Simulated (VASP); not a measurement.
Wanted: the native input for a VASP 6.6.1 run.

- Task: single point
- Functional: revPBE
- Potentials or basis: VASP PAW PBE potentials, release 64 (Ag, Cl)
- Cutoff: 520 eV
- k mesh: 8 × 8 × 8
- Occupations: tetrahedron
- Spin: no spin polarisation
- Dipole correction: no
- Further INCAR settings: ALGO = Normal; EDIFF = 1e-07; NBANDS = 16

The structure of AgCl lies in POSCAR:

```
AgCl
1.0
    3.4951805212      0.0000000000      0.0000000000
    0.0000000000      3.4951805212      0.0000000000
    0.0000000000      0.0000000000      3.4951805212
Ag Cl
1 1
Direct
    0.0000000000      0.0000000000      0.0000000000
    0.5000000000      0.5000000000      0.5000000000
```

One way to write it, as run:

INCAR

```
PREC = Accurate
ENCUT = 520
EDIFF = 1E-7
ISMEAR = -5
SIGMA = 0.05
LREAL = F
LASPH = T
NELM = 100
ALGO = Normal
ISIF = 2
LWAVE = F
LCHARG = F
GGA = RE
NBANDS = 16
```

KPOINTS

```
regular mesh
0
Gamma
  8 8 8
```

Potentials or basis: VASP PAW PBE potentials, release 64 (Ag, Cl).

Launch:

```bash
$ cat potpaw_PBE.64/Ag/POTCAR potpaw_PBE.64/Cl/POTCAR > POTCAR
$ mpirun -np 1 vasp_std > vasp.out
```

Results of the run:

| Quantity | Value |
| --- | --- |
| Pressure | -0.1 GPa |
| Band gap on the k mesh | 0.69 eV, indirect (least direct gap 2.02 eV) |

Caveat: the PAW data sets were made with another functional, which shifts forces and pressure a little.

Wall time 15 s on 1 thread of Intel(R) Xeon(R) 6975P-C (Granite Rapids), on a shared host, peak memory 0.16 GiB.
